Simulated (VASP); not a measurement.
Set up this calculation in VASP 6.6.1, as the native input.

* Task: electric field gradients
* Functional: PBE
* Potentials or basis: VASP PAW PBE potentials, release 64 (Pb_d, F)
* Cutoff: 520 eV
* k mesh: 7 × 7 × 7
* Occupations: fermi-dirac, width 0.03 eV
* Spin: no spin polarisation
* Dipole correction: no
* Further INCAR settings: ALGO = Normal; EDIFF = 1e-08; NBANDS = 21

The structure of PbF2 lies in POSCAR:

```
PbF2
1.0
    0.0000000000      2.9579484323      2.9579484323
    2.9579484323      0.0000000000      2.9579484323
    2.9579484323      2.9579484323      0.0000000000
Pb F
1 2
Direct
   -0.0375000000     -0.0375000000     -0.0375000000
    0.7875000000      0.7875000000      0.7875000000
    0.2500000000      0.2500000000      0.2500000000
```

This cell differs from its parent crystal: shortest bond scaled by 0.7.

One way to write it, as run:

INCAR

```
PREC = Accurate
ENCUT = 520
EDIFF = 1E-8
ISMEAR = -1
SIGMA = 0.03
LREAL = False
LASPH = True
NELM = 60
ALGO = Normal
ISIF = 2
LWAVE = False
LCHARG = False
GGA = PE
LEFG = True
NBANDS = 21
```

KPOINTS

```
regular mesh
0
Gamma
  7 7 7
```

Potentials or basis: VASP PAW PBE potentials, release 64 (Pb_d, F).

Command:

```bash
$ cat potpaw_PBE.64/Pb_d/POTCAR potpaw_PBE.64/F/POTCAR > POTCAR
$ mpirun -np 1 vasp_std > vasp.out
```

It gave:

| Item | Value |
| --- | --- |
| Pressure | 25.8 GPa |
| Largest force | 10.878 eV/Å |
| Band gap on the k mesh | 4.04 eV (least direct gap 4.41 eV) |
| Largest electric field gradient by atom | Pb -1057.1; F +50.9, -52.3 V/Å² |

Caveat: the cell differs from its parent crystal (shortest bond scaled by 0.7); the cell stands under pressure; without QUAD_EFG the Cq values of the log hold for a quadrupole moment of 1 mb, not for the nuclei; spin-orbit coupling is left out, which moves the levels of the heavy elements; an odd mesh through Γ misses points on the zone boundary, where band edges can lie; forces of over 1 eV/Å act on the atoms, so gaps and moduli don't describe the material at rest.

Wall time 68 s on 1 thread of Intel Xeon 8259CL, on a shared host, peak memory 0.2 GiB.
